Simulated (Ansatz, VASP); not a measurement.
**Two plane-wave programs on SrCl2**

POSCAR

```
SrCl2
1.0
    0.0000000000      3.3460800000      3.6249200000
    3.3460800000      0.0000000000      3.6249200000
    3.3460800000      3.3460800000      0.0000000000
Sr Cl
1 2
Direct
    0.0000000000      0.0000000000      0.0000000000
    0.2500000000      0.2500000000      0.2500000000
    0.7500000000      0.7500000000      0.7500000000
```

The input INCAR.step1:

```
SYSTEM = SrCl2
PREC = Accurate
ENCUT = 520
ISMEAR = 0
SIGMA = 0.05
LREAL = .False.
LASPH = .True.
NELM = 60
NBANDS = 19
GGA = PE
ALGO = Normal
EDIFF = 1E-4
LWAVE = .True.
LCHARG = .False.
```

The input INCAR.step2:

```
SYSTEM = SrCl2
PREC = Accurate
ENCUT = 520
EDIFF = 1E-6
ISMEAR = 0
SIGMA = 0.05
LREAL = .False.
LASPH = .True.
NELM = 60
ALGO = Normal
ISIF = 2
LWAVE = .False.
LCHARG = .True.
METAGGA = R2SCAN
LMIXTAU = .True.
LELF = .True.
LVHAR = .True.
NBANDS = 19
ISTART = 1
```

File KPOINTS:

```
regular mesh
0
Gamma
  6 6 6
  0 0 0
```

Input for Ansatz:

```yaml
crystal:
  lattice:
    - [0.0, 3.34608, 3.62492]
    - [3.34608, 0.0, 3.62492]
    - [3.34608, 3.34608, 0.0]
  atoms:
    - { symbol: Sr, position: [0.0, 0.0, 0.0] }
    - { symbol: Cl, position: [0.25, 0.25, 0.25] }
    - { symbol: Cl, position: [0.75, 0.75, 0.75] }
basis:
  ecutwfc: 500
kpoints:
  mp_grid: { grid: [6, 6, 6] }
hamiltonian:
  xc: r2scan
scf:
  occupations: { method: gaussian, width: 0.05 }
output:
  forces: true
  stress: true
  eigenvalues: true
```

Change from the starting cell: strain -0.040 along x and y, +0.040 along z, atoms carried along.

Alike in both runs: task single point; functional r2SCAN; k mesh 6 × 6 × 6; occupations gaussian, width 0.05 eV; no spin polarisation.

```csv
,VASP,Ansatz
version,VASP 6.6.1,Ansatz 0.2.0
potentials or method,"VASP PAW PBE potentials, release 64 (Sr_sv, Cl), cutoff 520 eV","scalar-relativistic, plane waves, PAW"
valence electrons in the cell,24,24
```

|  | VASP | Ansatz | Ansatz less VASP |
| --- | --- | --- | --- |
| gap on the k mesh at the Fermi level (eV) | 5.57 | 5.58 | +0.002 |
| least direct gap on the mesh (eV) | 5.68 | 5.68 | -0.001 |
| pressure (GPa) | 2.3 | 2.3 | -0.06 |
| traceless stress, the component that is largest in VASP (GPa) | -3.08 | -3.10 | -0.020 |

VASP's potentials were made for PBE, not for r2SCAN. With one functional, cell and mesh, what is left measures potentials, basis and numerics.
